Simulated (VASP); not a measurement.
Crystal: Ta2Si.

```
Ta Si
1.0
    -3.08776    3.08776    2.52364
     3.08776   -3.08776    2.52364
     3.08776    3.08776   -2.52364
Ta Si
4 2
Cartesian
  2.0775 1.0103 2.5236
  -1.0103 2.0775 2.5236
  1.0103 2.0775 0.0000
  4.0980 1.0103 0.0000
  0.0000 0.0000 1.2618
  0.0000 0.0000 3.7855
```

Base run:

* Program: VASP 6.6.1
* Functional: PBEsol
* Potentials or basis: VASP PAW PBE potentials, release 64 (Ta_pv, Si)
* Cutoff: 520 eV
* k mesh: 8 × 8 × 8
* Occupations: gaussian, width 0.1 eV
* Spin: no spin polarisation

Its results: band gap on the k mesh zero (bands 26 and 27 overlap by 0.69 eV); pressure -2.9 GPa; largest force 0.044 eV/Å.

**Question.** After a change of settings the same cell gave: band gap on the k mesh zero (bands 26 and 27 overlap by 0.56 eV); pressure -1.6 GPa; largest force 0.355 eV/Å. Which change was it?
A. k mesh from 8 × 8 × 8 to 5 × 5 × 5; further incar settings from ALGO = Fast; EDIFF = 1e-07; NBANDS = 35 to ALGO = Normal; EDIFF = 1e-06; NBANDS = 35
B. k mesh from 8 × 8 × 8 to 2 × 2 × 2
C. k mesh from 8 × 8 × 8 to 10 × 10 × 10; further incar settings from ALGO = Fast; EDIFF = 1e-07; NBANDS = 35 to ALGO = Fast; EDIFF = 1e-06; NBANDS = 35
D. k mesh from 8 × 8 × 8 to 5 × 5 × 5; occupations from gaussian, width 0.1 eV to gaussian, width 0.01 eV

**Answer.** B.

Caveats: some runs use coarse meshes; the PAW data sets were made with another functional, which shifts forces and pressure a little; spin-orbit coupling is left out, which moves the levels of the heavy elements.
